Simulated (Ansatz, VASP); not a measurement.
**PPb2 in VASP and in Ansatz**

```
CELL_PARAMETERS angstrom
0.00000 3.56247 3.56247
3.56247 0.00000 3.56247
3.56247 3.56247 0.00000
ATOMIC_POSITIONS crystal
P 0.00000 0.00000 0.00000
Pb 0.25000 0.25000 0.25000
Pb 0.75000 0.75000 0.75000
```

Alike in both runs: functional PBE; k mesh 12 × 12 × 12; occupations gaussian, width 0.1 eV; no spin polarisation.

Ansatz relaxed the structure, and its values are those at the end. VASP's run is a single point on that final structure, the one shown.

|  | VASP | Ansatz |
| --- | --- | --- |
| version | VASP 6.6.1 | Ansatz 0.2.0 |
| potentials or method | VASP PAW PBE potentials, release 64 (P, Pb_d), cutoff 520 eV | scalar-relativistic, plane waves, PAW |
| valence electrons in the cell | 33 | 33 |

```tsv
	VASP	Ansatz	Ansatz less VASP
gap on the k mesh at the Fermi level (eV)	none	none	-
pressure (GPa)	-0.1	0.0	+0.05
```

A gap of «none» marks a metal or a gap that the smearing closes.

Neither program's run includes spin-orbit coupling.
